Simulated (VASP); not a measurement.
# MgAg2F6 (Fm-3m) in VASP: single point with PBE

Aim: the single point of MgAg2F6 with PBE.

Everything below comes from runs of VASP 6.6.1. Logs are shortened: lines on timing, memory, paths and dates and some standing lists are left out, and cuts for length are marked.

## (1) The cell of the first run

Symmetry: Fm-3m, No. 225, cubic system. The conventional cell has a = 7.649 Å, b = 7.649 Å, c = 7.649 Å, α = 90.00°, β = 90.00°, γ = 90.00°. Within 2.6 Å of Mg (site symmetry m-3m) lie 6 F at 1.93 Å. Within 3.6 Å of Ag (site symmetry -43m) lie 12 F at 2.70 Å and 4 Mg at 3.31 Å. F (site symmetry 4mm) has 1 Mg at 1.93 Å and 8 F at 2.69 to 2.72 Å and 4 Ag at 2.70 Å within 2.8 Å.

The cell was generated, and may not be a known phase.

## (2) Single point, PBE, collinear spin

Contents of INCAR:

```
SYSTEM = MgAg2F6
PREC = Accurate
ENCUT = 600
EDIFF = 1E-6
ISMEAR = 0
SIGMA = 0.1
LREAL = .FALSE.
LASPH = .TRUE.
NELM = 200
ALGO = Normal
ISIF = 2
LWAVE = .FALSE.
LCHARG = .FALSE.
ISPIN = 2
MAGMOM = 0 0.42 0.42 0.22 0.22 0.22 0.22 0.22 0.22
LORBIT = 11
LMAXMIX = 4
GGA = PE
NBANDS = 47
GGA_COMPAT = .FALSE.
```

Contents of KPOINTS:

```
Automatic mesh
0
G
  8 8 8
  0 0 0
```

Contents of POSCAR:

```
MgAg2F6
1.0
    0.0000000000      3.8245213380      3.8245213380
    3.8245213380      0.0000000000      3.8245213380
    3.8245213380      3.8245213380      0.0000000000
Mg Ag F
1 2 6
Direct
    0.0000000000      0.0000000000      0.0000000000
    0.2500000000      0.2500000000      0.2500000000
    0.7500000000      0.7500000000      0.7500000000
    0.7482955360      0.2517044640      0.2517044640
    0.2517044640      0.7482955360      0.7482955360
    0.2517044640      0.7482955360      0.2517044640
    0.7482955360      0.2517044640      0.7482955360
    0.2517044640      0.2517044640      0.7482955360
    0.7482955360      0.7482955360      0.2517044640
```

Potentials or basis: VASP PAW PBE potentials, release 64 (Mg, Ag, F).

Command:

```bash
$ cat potpaw_PBE.64/Mg/POTCAR potpaw_PBE.64/Ag/POTCAR potpaw_PBE.64/F/POTCAR > POTCAR
$ mpirun -np 1 vasp_std > vasp.out
```

OUTCAR:

```text
SYSTEM = MgAg2F6
   PREC = Accurate
   ENCUT = 600
   EDIFF = 1E-6
   ISMEAR = 0
   LREAL = .FALSE.
   LASPH = .TRUE.
   NELM = 200
   ISIF = 2
   ISPIN = 2
   LORBIT = 11
   GGA = PE

 ion  position               nearest neighbor table
   1  0.000  0.000  0.000-   4 1.93   5 1.93   6 1.93   7 1.93   8 1.93   9 1.93   3 3.31   3 3.31
                             2 3.31   3 3.31   3 3.31   2 3.31   2 3.31   2 3.31
   2  0.250  0.250  0.250-   4 2.70   6 2.70   5 2.70   7 2.70   5 2.70   6 2.70   4 2.70   7 2.70
                             9 2.70   8 2.70   8 2.70   9 2.70   1 3.31   1 3.31   1 3.31   1 3.31
   3  0.750  0.750  0.750-   5 2.70   6 2.70   4 2.70   7 2.70   4 2.70   6 2.70   5 2.70   7 2.70
                             9 2.70   8 2.70   8 2.70   9 2.70   1 3.31   1 3.31   1 3.31   1 3.31
   4  0.748  0.252  0.252-   1 1.93   2 2.70   2 2.70   3 2.70   3 2.70
   5  0.252  0.748  0.748-   1 1.93   2 2.70   2 2.70   3 2.70   3 2.70
   6  0.252  0.748  0.252-   1 1.93   2 2.70   2 2.70   3 2.70   3 2.70
   7  0.748  0.252  0.748-   1 1.93   2 2.70   2 2.70   3 2.70   3 2.70
   8  0.252  0.252  0.748-   1 1.93   2 2.70   2 2.70   3 2.70   3 2.70
   9  0.748  0.748  0.252-   1 1.93   2 2.70   2 2.70   3 2.70   3 2.70

  LATTYP: Found a face centered cubic cell.
 ALAT       =     7.6490426760

  Lattice vectors:

 A1 = (   0.0000000000,   3.8245213380,   3.8245213380)
 A2 = (   3.8245213380,   0.0000000000,   3.8245213380)
 A3 = (   3.8245213380,   3.8245213380,   0.0000000000)

Analysis of symmetry for initial positions (statically):
=====================================================================
 Subroutine PRICEL returns:
 Original cell was already a primitive cell.

 Routine SETGRP: Setting up the symmetry group for a
 face centered cubic supercell.

 Subroutine GETGRP returns: Found 48 space group operations
 (whereof 48 operations were pure point group operations)
 out of a pool of 48 trial point group operations.

The static configuration has the point symmetry O_h .

Analysis of symmetry for dynamics (positions and initial velocities):
=====================================================================
 Subroutine PRICEL returns:
 Original cell was already a primitive cell.

 Routine SETGRP: Setting up the symmetry group for a
 face centered cubic supercell.

 Subroutine GETGRP returns: Found 48 space group operations
 (whereof 48 operations were pure point group operations)
 out of a pool of 48 trial point group operations.

The dynamic configuration has the point symmetry O_h .

Analysis of structural, dynamic, and magnetic symmetry:
=====================================================================
 Subroutine PRICEL returns:
 Original cell was already a primitive cell.

 Routine SETGRP: Setting up the symmetry group for a
 face centered cubic supercell.

 Subroutine GETGRP returns: Found 48 space group operations
 (whereof 48 operations were pure point group operations)
 out of a pool of 48 trial point group operations.

The overall configuration has the point symmetry O_h .

 Subroutine INISYM returns: Found 48 space group operations
 (whereof 48 operations are pure point group operations),
 and found     1 'primitive' translations

----------------------------------------------------------------------------------------

                                     Primitive cell

  volume of cell :     111.8823

  direct lattice vectors                    reciprocal lattice vectors
     0.000000000  3.824521338  3.824521338    -0.130735315  0.130735315  0.130735315
     3.824521338  0.000000000  3.824521338     0.130735315 -0.130735315  0.130735315
     3.824521338  3.824521338  0.000000000     0.130735315  0.130735315 -0.130735315

  length of vectors
     5.408689946  5.408689946  5.408689946     0.226440207  0.226440207  0.226440207

  position of ions in fractional coordinates (direct lattice)
     0.000000000  0.000000000  0.000000000
     0.250000000  0.250000000  0.250000000
     0.750000000  0.750000000  0.750000000
     0.748295536  0.251704464  0.251704464
     0.251704464  0.748295536  0.748295536
     0.251704464  0.748295536  0.251704464
     0.748295536  0.251704464  0.748295536
     0.251704464  0.251704464  0.748295536
     0.748295536  0.748295536  0.251704464

  ion indices of the primitive-cell ions
   primitive index   ion index
                 1           1
                 2           2
                 3           3
                 4           4
                 5           5
                 6           6
                 7           7
                 8           8
                 9           9

----------------------------------------------------------------------------------------

 KPOINTS: Automatic mesh

Automatic generation of k-mesh.
 Grid dimensions read from file:
 generate k-points for:    8    8    8

 Generating k-lattice:

  Cartesian coordinates                     Fractional coordinates (reciprocal lattice)
    -0.016341914  0.016341914  0.016341914     0.125000000  0.000000000  0.000000000
     0.016341914 -0.016341914  0.016341914     0.000000000  0.125000000  0.000000000
     0.016341914  0.016341914 -0.016341914     0.000000000  0.000000000  0.125000000

  Length of vectors
     0.028305026  0.028305026  0.028305026

  Shift w.r.t. Gamma in fractional coordinates (k-lattice)
     0.000000000  0.000000000  0.000000000

 Subroutine IBZKPT returns following result:
 ===========================================

 Found     29 irreducible k-points:

 Following reciprocal coordinates:
            Coordinates               Weight
  0.000000  0.000000  0.000000      1.000000
  0.125000  0.000000  0.000000      8.000000
  0.250000  0.000000  0.000000      8.000000
  0.375000  0.000000  0.000000      8.000000
  0.500000  0.000000  0.000000      4.000000
  0.125000  0.125000  0.000000      6.000000
[... 16 lines left out ...]
  0.500000  0.250000  0.125000     48.000000
 -0.375000  0.250000  0.125000     24.000000
 [... further k-points ...]
   k-points           NKPTS =     29   k-points in BZ     NKDIM =     29   number of bands    NBANDS=     47
   number of dos      NEDOS =    301   number of ions     NIONS =      9
   total plane-waves  NPLWV = 110592
   dimension x,y,z NGX =    48 NGY =   48 NGZ =   48
   dimension x,y,z NGXF=    96 NGYF=   96 NGZF=   96
   ions per type =               1   2   6
   NGX,Y,Z   is equivalent  to a cutoff of  14.75, 14.75, 14.75 a.u.
   NGXF,Y,Z  is equivalent  to a cutoff of  29.51, 29.51, 29.51 a.u.
 SYSTEM =  MgAg2F6
   PREC   = accura    normal or accurate (medium, high low for compatibility)
   ISTART =      0    job   : 0-new  1-cont  2-samecut
   ICHARG =      2    charge: 1-file 2-atom 10-const
   ISPIN  =      2    spin polarized calculation?
   LNONCOLLINEAR =      F non collinear calculations
   LSORBIT =      F    spin-orbit coupling
   LASPH  =      T    aspherical Exc in radial PAW
   ENCUT  =  600.0 eV  44.10 Ry    6.64 a.u.  10.80 10.80 10.80*2*pi/ulx,y,z
   NELM   =    200;   NELMIN=  2; NELMDL= -5     # of ELM steps
   EDIFF  = 0.1E-05   stopping-criterion for ELM
   LREAL  =      F    real-space projection
   EDIFFG = 0.1E-04   stopping-criterion for IOM
   NSW    =      0    number of steps for IOM
   IBRION =     -1    ionic relax: 0-MD 1-quasi-New 2-CG
   NFREE  =      0    steps in history (QN), initial steepest desc. (CG)
   ISIF   =      2    stress and relaxation
   ISYM   =      2    0-nonsym 1-usesym 2-fastsym
   POTIM  = 0.5000    time-step for ionic-motion
   TEBEG  =    0.0;   TEEND  =   0.0 temperature during run
   PSTRESS=    0.0 pullay stress
   NELECT =      66.0000    total number of electrons
   NUPDOWN=      -1.0000    fix difference up-down
   EMIN   =  10.00;   EMAX   =-10.00  energy-range for DOS
   EFERMI =   0.00;   METHOD = LEGACY
   ISMEAR =     0;   SIGMA  =   0.10  broadening in eV -4-tet -1-fermi 0-gaus
   EFERMI_NEDOS =   21; number of points for ismear=-14 and -15
   IALGO  =     38    algorithm
   IMIX   =      4    mixing-type and parameters
     AMIX     =   0.40;   BMIX     =  1.00
     AMIX_MAG =   1.60;   BMIX_MAG =  1.00
  volume/ion in A,a.u.               =      12.43        83.89
  Fermi-wavevector in a.u.,A,eV,Ry     =   1.372995  2.594585 25.648562  1.885116
  Thomas-Fermi vector in A             =   2.498552
   LORBIT       =     11    0 simple, 1 ext, 2 COOP (PROOUT), +10 PAW based schemes
   GGA     = PE    functional components
   LHFCALC =     F    Hartree Fock is set to
   AEXX    =    0.0000 exact exchange contribution
   IVDW    =     0    specifies the selected vdW correction
   LEPSILON=     F    determine dielectric tensor
   LRPA    =     F    only Hartree local field effects (RPA)
 spin polarized calculation
 Gauss-broadening in eV      SIGMA  =   0.10
  energy-cutoff  :      600.00
  volume of cell :      111.88
 maximum number of plane-waves:      3752
 NGX is ok and might be reduce to    48
   NGX = 21   NGY = 21   NGZ = 21

 number of electron      65.9999995 magnetization       1.9996110

 Free energy of the ion-electron system (eV)
  ---------------------------------------------------
  ext. energy  EPLUGINS =         0.00000000
  ---------------------------------------------------
  free energy    TOTEN  =       -31.39888184 eV

  energy without entropy =      -31.33051057  energy(sigma->0) =      -31.36469620

 E-fermi :   0.1724     XC(G=0): -10.3853

 val. band max:        0.1680604051   @ k =   0.3750   0.2500   0.0000
 cond. band min:       0.1738968074   @ k =  -0.2500   0.2500   0.0000
 fundamental gap:      0.0058364023
 Fermi energy:         0.1723921049

 spin component 1

 k-point     1 :       0.0000    0.0000    0.0000
  band No.  band energies     occupation
      1     -20.7629      1.00000
      2     -20.1064      1.00000
      3     -20.1064      1.00000
      4     -20.1064      1.00000
      5     -19.8665      1.00000
      6     -19.8665      1.00000
[... 37 lines left out ...]
     44      15.5195      0.00000
     45      15.5195      0.00000
[... 1063 lines left out ...]
      5     -19.9436      1.00000
      6     -19.9423      1.00000
[... 37 lines left out ...]
     44      16.8271      0.00000
     45      17.2225      0.00000

 [... further k-points ...]

 spin component 2

 k-point     1 :       0.0000    0.0000    0.0000
  band No.  band energies     occupation
      1     -20.4120      1.00000
      2     -19.7347      1.00000
      3     -19.7347      1.00000
      4     -19.7347      1.00000
      5     -19.4876      1.00000
      6     -19.4876      1.00000
[... 37 lines left out ...]
     44      15.5524      0.00000
     45      15.5524      0.00000
[... 1063 lines left out ...]
      5     -19.5671      1.00000
      6     -19.5654      1.00000
[... 37 lines left out ...]
     44      16.8898      0.00000
     45      17.2693      0.00000

 [... further k-points ...]

 [bands above 45 left out]

------------------------ aborting loop because EDIFF is reached ----------------------------------------

  FORCE on cell =-STRESS in cart. coord.  units (eV):
  Direction    XX          YY          ZZ          XY          YZ          ZX
  --------------------------------------------------------------------------------------
  -------------------------------------------------------------------------------------
  Total       -0.3291085     -0.3291085     -0.3291085      0.0000000      0.0000000      0.0000000
  in kB       -4.7129024     -4.7129024     -4.7129024      0.0000000      0.0000000      0.0000000
  external PRESSURE =      -4.7129024 kB  Pullay stress =       0.0000000 kB

 VOLUME and BASIS-vectors are now :
 -----------------------------------------------------------------------------
  energy-cutoff  :      600.00
  volume of cell :      111.88
      direct lattice vectors                 reciprocal lattice vectors
     0.000000000  3.824521338  3.824521338    -0.130735315  0.130735315  0.130735315
     3.824521338  0.000000000  3.824521338     0.130735315 -0.130735315  0.130735315
     3.824521338  3.824521338  0.000000000     0.130735315  0.130735315 -0.130735315

 POSITION                                       TOTAL-FORCE (eV/Angst)
 -----------------------------------------------------------------------------------
      0.00000      0.00000      0.00000        -0.000000     -0.000000      0.000000
      1.91226      1.91226      1.91226        -0.000000     -0.000000      0.000000
      5.73678      5.73678      5.73678         0.000000     -0.000000      0.000000
      1.92530      3.82452      3.82452        -0.007925     -0.000000      0.000000
      5.72374      3.82452      3.82452         0.007925     -0.000000      0.000000
      3.82452      1.92530      3.82452         0.000000     -0.007925      0.000000
      3.82452      5.72374      3.82452         0.000000      0.007925      0.000000
      3.82452      3.82452      1.92530         0.000000     -0.000000     -0.007925
      3.82452      3.82452      5.72374         0.000000     -0.000000      0.007925
 -----------------------------------------------------------------------------------
    total drift:                                0.000000      0.000000      0.000000

  FREE ENERGIE OF THE ION-ELECTRON SYSTEM (eV)
  ---------------------------------------------------
  free  energy   TOTEN  =       -31.3988818412 eV

  energy  without entropy=      -31.3305105683  energy(sigma->0) =      -31.36469620

 total charge

# of ion       s       p       d       tot
------------------------------------------
    1        0.155   0.209   0.108   0.472
    2        0.124   0.090   9.146   9.361
    3        0.124   0.090   9.146   9.361
    4        1.741   4.284   0.000   6.026
    5        1.741   4.284   0.000   6.026
    6        1.741   4.284   0.000   6.026
    7        1.741   4.284   0.000   6.026
    8        1.741   4.284   0.000   6.026
    9        1.741   4.284   0.000   6.026
--------------------------------------------------
tot         10.852  26.094  18.400  55.347

 magnetization (x)

# of ion       s       p       d       tot
------------------------------------------
    1       -0.002  -0.002  -0.001  -0.005
    2       -0.006  -0.003   0.383   0.374
    3       -0.006  -0.003   0.383   0.374
    4        0.001   0.196   0.000   0.197
    5        0.001   0.196   0.000   0.197
    6        0.001   0.196   0.000   0.197
    7        0.001   0.196   0.000   0.197
    8        0.001   0.196   0.000   0.197
    9        0.001   0.196   0.000   0.197
--------------------------------------------------
tot         -0.008   1.165   0.765   1.922
```

Run time: 8.1 min. Hardware: 1 thread of Intel Xeon Platinum 8259CL at 2.50GHz (Skylake/Cascade Lake), shared host; peak memory 0.58 GiB.

Results:

| Property | Result |
| --- | --- |
| Free energy | -31.3989 eV |
| Pressure | -0.5 GPa |
| Largest force | 0.008 eV/Å |
| Band gap on the k mesh | zero (filled and empty bands overlap) |
| Net moment | 2.00 μB per cell |
| Site moments | Mg -0.01; Ag +0.37; F +0.20 μB |
| Valence electrons inside the program's atomic spheres | Mg 0.47; Ag 9.36; F 6.03 |

Forces in eV/Å, atoms in the order of the input:
```
Mg   0.000  0.000  0.000
Ag   0.000  0.000  0.000
Ag   0.000  0.000  0.000
F   -0.008  0.000  0.000
F    0.008  0.000  0.000
F    0.000 -0.008  0.000
F    0.000  0.008  0.000
F    0.000  0.000 -0.008
F    0.000  0.000  0.008
```
